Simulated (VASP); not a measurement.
# ScAl3 (Pm) in VASP: further runs

The runs below take ScAl3 through single point, with PBE.

Everything below comes from runs of VASP 6.6.1. Logs are shortened: lines on timing, memory, paths and dates and some standing lists are left out, and cuts for length are marked.

### Step 1. The cell of the first run

The structure is monoclinic, space group Pm (No. 6). Conventional cell: a = 4.105 Å, b = 4.105 Å, c = 4.105 Å, α = 90.00°, β = 90.00°, γ = 90.00°. Sc (site symmetry m) has 12 Al at 2.65 to 3.24 Å within 3.5 Å. Al (site symmetry m) has 5 Al at 2.30 to 2.96 Å and 2 Sc at 2.65 Å within 3.0 Å. Al (site symmetry m) has 7 Al at 2.30 to 2.96 Å and 4 Sc at 2.90 Å within 3.0 Å. Al (site symmetry m) has 8 Al at 2.65 to 3.24 Å and 4 Sc at 2.90 Å within 3.5 Å.

### Step 2. Single point, PBE (atom 2 (Al) moved -0.600 Å along Cartesian [1 -1 0])

The input, INCAR:

```
  PREC = Accurate
  ENCUT = 520
  EDIFF = 1E-7
  ISMEAR = 0
  SIGMA = 0.15
  LREAL = False
  LASPH = True
  NELM = 100
  ALGO = Fast
  ISIF = 2
  LWAVE = False
  LCHARG = True
  GGA = PE
  LELF = True
  LVHAR = True
  NBANDS = 18
```

The input, KPOINTS:

```
Automatic mesh
0
Gamma
  12 12 12
```

The input, POSCAR:

```
ScAl3
1.0
    4.1053305968      0.0000000000      0.0000000000
    0.0000000000      4.1053305968      0.0000000000
    0.0000000000      0.0000000000      4.1053305968
Sc Al
1 3
Direct
    0.0000000000      0.0000000000      0.0000000000
    0.3966553220      0.1033446780      0.5000000000
    0.0000000000      0.5000000000      0.5000000000
    0.5000000000      0.5000000000      0.0000000000
```

Potentials or basis: VASP PAW PBE potentials, release 64 (Sc_sv, Al).

The run is started by

```sh
cat potpaw_PBE.64/Sc_sv/POTCAR potpaw_PBE.64/Al/POTCAR > POTCAR
mpirun -np 1 vasp_std > vasp.out
```

OUTCAR:

```text
PREC = Accurate
   ENCUT = 520
   EDIFF = 1E-7
   ISMEAR = 0
   LREAL = False
   LASPH = True
   NELM = 100
   ISIF = 2
   GGA = PE

 ion  position               nearest neighbor table
   1  0.000  0.000  0.000-   2 2.65   2 2.65   4 2.90   3 2.90   3 2.90   3 2.90   4 2.90   3 2.90
                             4 2.90   4 2.90   2 3.24   2 3.24
   2  0.397  0.103  0.500-   3 2.30   1 2.65   4 2.65   1 2.65   4 2.65   3 2.96   3 2.96   1 3.24
                             1 3.24   4 3.24   4 3.24
   3  0.000  0.500  0.500-   2 2.30   1 2.90   4 2.90   1 2.90   4 2.90   1 2.90   1 2.90   4 2.90
                             4 2.90   2 2.96   2 2.96
   4  0.500  0.500  0.000-   2 2.65   2 2.65   3 2.90   1 2.90   3 2.90   1 2.90   1 2.90   3 2.90
                             3 2.90   1 2.90   2 3.24   2 3.24

  LATTYP: Found a simple cubic cell.
 ALAT       =     4.1053305968

  Lattice vectors:

 A1 = (   4.1053305968,   0.0000000000,   0.0000000000)
 A2 = (   0.0000000000,   4.1053305968,   0.0000000000)
 A3 = (   0.0000000000,   0.0000000000,   4.1053305968)

Analysis of symmetry for initial positions (statically):
=====================================================================
 Subroutine PRICEL returns:
 Original cell was already a primitive cell.

 Routine SETGRP: Setting up the symmetry group for a
 simple cubic supercell.

 Subroutine GETGRP returns: Found  2 space group operations
 (whereof  2 operations were pure point group operations)
 out of a pool of 48 trial point group operations.

The static configuration has the point symmetry C_1h.

Analysis of symmetry for dynamics (positions and initial velocities):
=====================================================================
 Subroutine PRICEL returns:
 Original cell was already a primitive cell.

 Routine SETGRP: Setting up the symmetry group for a
 simple cubic supercell.

 Subroutine GETGRP returns: Found  2 space group operations
 (whereof  2 operations were pure point group operations)
 out of a pool of 48 trial point group operations.

The dynamic configuration has the point symmetry C_1h.

 Subroutine INISYM returns: Found  2 space group operations
 (whereof  2 operations are pure point group operations),
 and found     1 'primitive' translations

----------------------------------------------------------------------------------------

                                     Primitive cell

  volume of cell :      69.1902

  direct lattice vectors                    reciprocal lattice vectors
     4.105330597  0.000000000  0.000000000     0.243585742  0.000000000  0.000000000
     0.000000000  4.105330597  0.000000000     0.000000000  0.243585742  0.000000000
     0.000000000  0.000000000  4.105330597     0.000000000  0.000000000  0.243585742

  length of vectors
     4.105330597  4.105330597  4.105330597     0.243585742  0.243585742  0.243585742

  position of ions in fractional coordinates (direct lattice)
     0.000000000  0.000000000  0.000000000
     0.396655322  0.103344678  0.500000000
     0.000000000  0.500000000  0.500000000
     0.500000000  0.500000000  0.000000000

  ion indices of the primitive-cell ions
   primitive index   ion index
                 1           1
                 2           2
                 3           3
                 4           4

----------------------------------------------------------------------------------------

 KPOINTS: Automatic mesh

Automatic generation of k-mesh.
 Grid dimensions read from file:
 generate k-points for:   12   12   12

 Generating k-lattice:

  Cartesian coordinates                     Fractional coordinates (reciprocal lattice)
     0.020298812  0.000000000  0.000000000     0.083333333  0.000000000  0.000000000
     0.000000000  0.020298812  0.000000000     0.000000000  0.083333333  0.000000000
     0.000000000  0.000000000  0.020298812     0.000000000  0.000000000  0.083333333

  Length of vectors
     0.020298812  0.020298812  0.020298812

  Shift w.r.t. Gamma in fractional coordinates (k-lattice)
     0.000000000  0.000000000  0.000000000

 Subroutine IBZKPT returns following result:
 ===========================================

 Found    518 irreducible k-points:

 Following reciprocal coordinates:
            Coordinates               Weight
  0.000000  0.000000  0.000000      1.000000
  0.083333  0.000000  0.000000      2.000000
  0.000000  0.083333  0.000000      2.000000
  0.000000  0.000000  0.083333      2.000000
  0.166667  0.000000  0.000000      2.000000
  0.000000  0.166667  0.000000      2.000000
[... 16 lines left out ...]
 -0.083333  0.083333  0.000000      2.000000
  0.166667  0.083333  0.000000      2.000000
 [... further k-points ...]
   k-points           NKPTS =    518   k-points in BZ     NKDIM =    518   number of bands    NBANDS=     18
   number of dos      NEDOS =    301   number of ions     NIONS =      4
   total plane-waves  NPLWV =  32768
   dimension x,y,z NGX =    32 NGY =   32 NGZ =   32
   dimension x,y,z NGXF=    64 NGYF=   64 NGZF=   64
   ions per type =               1   3
   NGX,Y,Z   is equivalent  to a cutoff of  12.96, 12.96, 12.96 a.u.
   NGXF,Y,Z  is equivalent  to a cutoff of  25.92, 25.92, 25.92 a.u.
 SYSTEM =  unknown system
   PREC   = accura    normal or accurate (medium, high low for compatibility)
   ISTART =      0    job   : 0-new  1-cont  2-samecut
   ICHARG =      2    charge: 1-file 2-atom 10-const
   ISPIN  =      1    spin polarized calculation?
   LNONCOLLINEAR =      F non collinear calculations
   LSORBIT =      F    spin-orbit coupling
   LASPH  =      T    aspherical Exc in radial PAW
   ENCUT  =  520.0 eV  38.22 Ry    6.18 a.u.   7.63  7.63  7.63*2*pi/ulx,y,z
   NELM   =    100;   NELMIN=  2; NELMDL= -5     # of ELM steps
   EDIFF  = 0.1E-06   stopping-criterion for ELM
   LREAL  =      F    real-space projection
   EDIFFG = 0.1E-05   stopping-criterion for IOM
   NSW    =      0    number of steps for IOM
   IBRION =     -1    ionic relax: 0-MD 1-quasi-New 2-CG
   NFREE  =      0    steps in history (QN), initial steepest desc. (CG)
   ISIF   =      2    stress and relaxation
   ISYM   =      2    0-nonsym 1-usesym 2-fastsym
   POTIM  = 0.5000    time-step for ionic-motion
   TEBEG  =    0.0;   TEEND  =   0.0 temperature during run
   PSTRESS=    0.0 pullay stress
   NELECT =      20.0000    total number of electrons
   NUPDOWN=      -1.0000    fix difference up-down
   EMIN   =  10.00;   EMAX   =-10.00  energy-range for DOS
   EFERMI =   0.00;   METHOD = LEGACY
   ISMEAR =     0;   SIGMA  =   0.15  broadening in eV -4-tet -1-fermi 0-gaus
   EFERMI_NEDOS =   21; number of points for ismear=-14 and -15
   IALGO  =     68    algorithm
   IMIX   =      4    mixing-type and parameters
     AMIX     =   0.40;   BMIX     =  1.00
     AMIX_MAG =   1.60;   BMIX_MAG =  1.00
  volume/ion in A,a.u.               =      17.30       116.73
  Fermi-wavevector in a.u.,A,eV,Ry     =   1.082439  2.045513 15.941590  1.171674
  Thomas-Fermi vector in A             =   2.218480
   LORBIT       =      0    0 simple, 1 ext, 2 COOP (PROOUT), +10 PAW based schemes
   GGA     = PE    functional components
   LHFCALC =     F    Hartree Fock is set to
   AEXX    =    0.0000 exact exchange contribution
   IVDW    =     0    specifies the selected vdW correction
   LEPSILON=     F    determine dielectric tensor
   LRPA    =     F    only Hartree local field effects (RPA)
 non-spin polarized calculation
 RMM-DIIS sequential band-by-band and
 Gauss-broadening in eV      SIGMA  =   0.15
  energy-cutoff  :      520.00
  volume of cell :       69.19
 maximum number of plane-waves:      1888
   NGX = 15   NGY = 15   NGZ = 15

 number of electron      19.9999997 magnetization

 Free energy of the ion-electron system (eV)
  ---------------------------------------------------
  ext. energy  EPLUGINS =         0.00000000
  ---------------------------------------------------
  free energy    TOTEN  =       -18.16877508 eV

  energy without entropy =      -18.15116986  energy(sigma->0) =      -18.15997247

 E-fermi :   7.0985     XC(G=0): -10.3286

 val. band max:        7.0982120864   @ k =   0.0000   0.2500   0.0833
 cond. band min:       7.1001580354   @ k =   0.1667   0.0000   0.3333
 fundamental gap:      0.0019459490
 Fermi energy:         7.0985127001

 k-point     1 :       0.0000    0.0000    0.0000
  band No.  band energies     occupation
      1     -41.9341      2.00000
      2     -20.6594      2.00000
      3     -20.6389      2.00000
      4     -20.6232      2.00000
      5      -2.9481      2.00000
      6       4.1037      2.00000
[... 10 lines left out ...]
     17      12.1657      0.00000
     18      12.6563      0.00000

 k-point     2 :       0.0833    0.0000    0.0000
  band No.  band energies     occupation
      1     -41.9340      2.00000
      2     -20.6592      2.00000
      3     -20.6401      2.00000
      4     -20.6237      2.00000
      5      -2.8866      2.00000
      6       3.6950      2.00000
[... 10 lines left out ...]
     17      12.2470      0.00000
     18      12.6011      0.00000

 k-point     3 :       0.0000    0.0833    0.0000
  band No.  band energies     occupation
      1     -41.9340      2.00000
      2     -20.6592      2.00000
      3     -20.6397      2.00000
      4     -20.6243      2.00000
      5      -2.8881      2.00000
      6       3.9117      2.00000
[... 10 lines left out ...]
     17      12.6891      0.00000
     18      12.9301      0.00000

 k-point     4 :       0.0000    0.0000    0.0833
  band No.  band energies     occupation
      1     -41.9340      2.00000
      2     -20.6615      2.00000
      3     -20.6387      2.00000
      4     -20.6230      2.00000
      5      -2.8854      2.00000
      6       3.6517      2.00000
[... 10 lines left out ...]
     17      12.1132      0.00000
     18      12.9535      0.00000

 k-point     5 :       0.1667    0.0000    0.0000
  band No.  band energies     occupation
      1     -41.9338      2.00000
      2     -20.6588      2.00000
      3     -20.6440      2.00000
      4     -20.6248      2.00000
      5      -2.7036      2.00000
      6       2.8318      2.00000
[... 10 lines left out ...]
     17      12.2698      0.00000
     18      12.4437      0.00000

 k-point     6 :       0.0000    0.1667    0.0000
  band No.  band energies     occupation
      1     -41.9338      2.00000
      2     -20.6588      2.00000
      3     -20.6426      2.00000
      4     -20.6265      2.00000
      5      -2.7105      2.00000
      6       3.0557      2.00000
[... 10 lines left out ...]
     17      12.6150      0.00000
     18      12.8306      0.00000

 k-point     7 :       0.0000    0.0000    0.1667
  band No.  band energies     occupation
      1     -41.9338      2.00000
      2     -20.6673      2.00000
      3     -20.6382      2.00000
      4     -20.6226      2.00000
      5      -2.6989      2.00000
      6       2.7961      2.00000
[... 10 lines left out ...]
     17      12.1638      0.00000
     18      12.5742      0.00000

 k-point     8 :       0.2500    0.0000    0.0000
  band No.  band energies     occupation
      1     -41.9335      2.00000
      2     -20.6582      2.00000
      3     -20.6501      2.00000
      4     -20.6253      2.00000
      5      -2.4049      2.00000
      6       1.9047      2.00000
[... 10 lines left out ...]
     17      11.9264      0.00000
     18      12.7004      0.00000
[... 229 lines left out ...]
     17      11.6220      0.00000
     18      12.0292      0.00000

 k-point    20 :       0.0833    0.0833    0.0000
  band No.  band energies     occupation
      1     -41.9339      2.00000
      2     -20.6590      2.00000
      3     -20.6409      2.00000
      4     -20.6249      2.00000
      5      -2.8262      2.00000
      6       3.6908      2.00000
[... 10 lines left out ...]
     17      12.6814      0.00000
     18      12.7173      0.00000

 k-point    21 :       0.0000    0.0833    0.0833
  band No.  band energies     occupation
      1     -41.9339      2.00000
      2     -20.6613      2.00000
      3     -20.6395      2.00000
      4     -20.6241      2.00000
      5      -2.8257      2.00000
      6       3.6343      2.00000
[... 10 lines left out ...]
     17      12.4597      0.00000
     18      12.9890      0.00000

 k-point    22 :       0.0833    0.0000    0.0833
  band No.  band energies     occupation
      1     -41.9339      2.00000
      2     -20.6613      2.00000
      3     -20.6399      2.00000
      4     -20.6236      2.00000
      5      -2.8241      2.00000
      6       3.5279      2.00000
[... 10 lines left out ...]
     17      12.1572      0.00000
     18      12.7830      0.00000

 k-point    23 :      -0.0833    0.0833    0.0000
  band No.  band energies     occupation
      1     -41.9339      2.00000
      2     -20.6590      2.00000
      3     -20.6406      2.00000
      4     -20.6251      2.00000
      5      -2.8274      2.00000
      6       3.6901      2.00000
[... 10 lines left out ...]
     17      12.4140      0.00000
     18      12.6291      0.00000

 k-point    24 :       0.1667    0.0833    0.0000
  band No.  band energies     occupation
      1     -41.9337      2.00000
      2     -20.6586      2.00000
      3     -20.6445      2.00000
      4     -20.6261      2.00000
      5      -2.6436      2.00000
      6       2.8635      2.00000
[... 10 lines left out ...]
     17      12.2791      0.00000
     18      13.3834      0.00000

 [... further k-points ...]

------------------------ aborting loop because EDIFF is reached ----------------------------------------

  FORCE on cell =-STRESS in cart. coord.  units (eV):
  Direction    XX          YY          ZZ          XY          YZ          ZX
  --------------------------------------------------------------------------------------
  -------------------------------------------------------------------------------------
  Total        3.2909134      3.1558516      2.3402145     -2.6240073      0.0000000      0.0000000
  in kB       76.2048531     73.0773427     54.1903363    -60.7618819      0.0000000      0.0000000
  external PRESSURE =      67.8241774 kB  Pullay stress =       0.0000000 kB

 VOLUME and BASIS-vectors are now :
 -----------------------------------------------------------------------------
  energy-cutoff  :      520.00
  volume of cell :       69.19
      direct lattice vectors                 reciprocal lattice vectors
     4.105330597  0.000000000  0.000000000     0.243585742  0.000000000  0.000000000
     0.000000000  4.105330597  0.000000000     0.000000000  0.243585742  0.000000000
     0.000000000  0.000000000  4.105330597     0.000000000  0.000000000  0.243585742

 POSITION                                       TOTAL-FORCE (eV/Angst)
 -----------------------------------------------------------------------------------
      0.00000      0.00000      0.00000        -1.608700      0.215736      0.000000
      1.62840      0.42426      2.05267         3.500968     -2.787656      0.000000
      0.00000      2.05267      2.05267        -1.943034      1.894503      0.000000
      2.05267      2.05267      0.00000         0.050766      0.677417      0.000000
 -----------------------------------------------------------------------------------
    total drift:                               -0.000230      0.000104      0.000000

  FREE ENERGIE OF THE ION-ELECTRON SYSTEM (eV)
  ---------------------------------------------------
  free  energy   TOTEN  =       -18.1687750789 eV

  energy  without entropy=      -18.1511698578  energy(sigma->0) =      -18.15997247
```

Run time: 24 min. Hardware: 1 thread of Oxide Virtual Turin-like, shared host; peak memory 0.62 GiB.

What came out:

```yaml
Free_energy: -18.1688 eV
Pressure: 6.8 GPa
Largest_force: 4.475 eV/Å
Band_gap_on_the_k_mesh: zero (bands 10 and 11 overlap by 3.26 eV)
```

Forces on the atoms (eV/Å):
```
Sc  -1.609  0.216  0.000
Al   3.501 -2.788  0.000
Al  -1.943  1.895  0.000
Al   0.051  0.677  0.000
```

Stress tensor (GPa, compression positive):
```
 7.62 -6.08  0.00
-6.08  7.31  0.00
 0.00  0.00  5.42
```

Caveat: the cell differs from its parent crystal (atom 2 (Al) moved -0.600 Å along Cartesian [1 -1 0]); the cell stands under pressure; forces of over 1 eV/Å act on the atoms, so gaps and moduli don't describe the material at rest.

### Step 3. Single point, PBE (atom 2 (Al) moved +0.400 Å along Cartesian [1 -1 0])

The input, INCAR:

```
ALGO = Fast
EDIFF = 1E-6
ENCUT = 520
GGA = PE
ISIF = 2
ISMEAR = 0
LASPH = True
LCHARG = True
LELF = True
LREAL = False
LVHAR = True
LWAVE = False
NBANDS = 18
NELM = 80
PREC = Accurate
SIGMA = 0.15
```

The input, KPOINTS:

```
k-points
0
Gamma
  12 12 12
```

Edit POSCAR of step 2 so:

```diff
@@ -9,3 +9,3 @@
     0.0000000000      0.0000000000      0.0000000000
-    0.3966553220      0.1033446780      0.5000000000
+    0.5688964520     -0.0688964520      0.5000000000
     0.0000000000      0.5000000000      0.5000000000
```

Potentials or basis: VASP PAW PBE potentials, release 64 (Sc_sv, Al).

The run is started by

```sh
cat potpaw_PBE.64/Sc_sv/POTCAR potpaw_PBE.64/Al/POTCAR > POTCAR
mpirun -np 1 vasp_std > vasp.out
```

Run time: 18 min. Hardware: 1 thread of Oxide Virtual Turin-like, shared host; peak memory 0.62 GiB.

The run converged. Its results:

- Free energy: -18.8468 eV
- Pressure: 2.9 GPa
- Largest force: 2.497 eV/Å
- Band gap on the k mesh: zero (bands 10 and 11 overlap by 3.59 eV)

Forces on the atoms (eV/Å):
```
Sc   1.143 -0.206  0.000
Al  -1.986  1.513  0.000
Al   0.840 -0.824  0.000
Al   0.003 -0.484  0.000
```

Stress tensor (GPa, compression positive):
```
 3.13 -2.47  0.00
-2.47  2.99  0.00
 0.00  0.00  2.70
```

Levels at points of the mesh, in eV from the Fermi level:
```
           k point  band 8  band 9  band 10  band 11  band 12  band 13
(0.00, 0.00, 0.00)   -1.92   -1.84    -1.64     1.07     1.22     1.33
(0.50, 0.00, 0.00)   -1.62   -1.54     0.74     0.91     0.97     1.22
(0.00, 0.50, 0.00)   -1.86   -1.57     0.69     0.84     1.24     1.46
(0.00, 0.00, 0.50)   -1.60   -1.40     0.74     0.79     1.06     1.07
(0.50, 0.50, 0.00)   -4.18   -0.77    -0.47     1.20     1.24     2.00
(0.00, 0.50, 0.50)   -4.17   -0.59    -0.47     1.10     1.25     1.97
(0.50, 0.00, 0.50)   -4.36   -0.72    -0.51     0.86     1.96     1.99
(0.50, 0.50, 0.50)   -4.06   -3.01    -2.75    -2.74     0.91     2.51
```

Caveat: the cell differs from its parent crystal (atom 2 (Al) moved +0.400 Å along Cartesian [1 -1 0]); forces of over 1 eV/Å act on the atoms, so gaps and moduli don't describe the material at rest.
